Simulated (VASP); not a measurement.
# CoSi (rocksalt type): single point with PBE

Crystal: CoSi (rocksalt type).

```
Co Si
1.0
     0.00000    2.14713    2.14713
     2.14713    0.00000    2.14713
     2.14713    2.14713    0.00000
Co Si
1 1
Direct
  0.00000 0.00000 0.00000
  0.50000 0.50000 0.50000
```

* Program: VASP 6.6.1
* Task: single point
* Functional: PBE
* Potentials or basis: VASP PAW PBE potentials, release 64 (Co, Si)
* Cutoff: 520 eV
* k mesh: 16 × 16 × 16
* Occupations: fermi-dirac, width 0.08 eV
* Spin: no spin polarisation

* Pressure: 68.5 GPa

Levels at points of the mesh, in eV from the Fermi level:
```tsv
k point	band 3	band 4	band 5	band 6	band 7	band 8	band 9	band 10
(0.00, 0.00, 0.00)	-2.97	-2.97	-2.74	-2.74	5.68	5.68	5.68	11.92
(0.50, 0.00, 0.00)	-4.07	-4.07	-1.40	-1.40	-0.31	7.26	7.26	7.79
(0.50, 0.50, 0.00)	-4.70	-2.07	-1.05	-1.05	0.01	0.01	0.36	6.95
```

Run time: 26 s on 1 thread of AMD EPYC 7R13 Processor (Zen 3), on a shared host, peak memory 0.14 GiB.

Spin polarisation is off, so any magnetic state and its effect on volume and gap are missing.
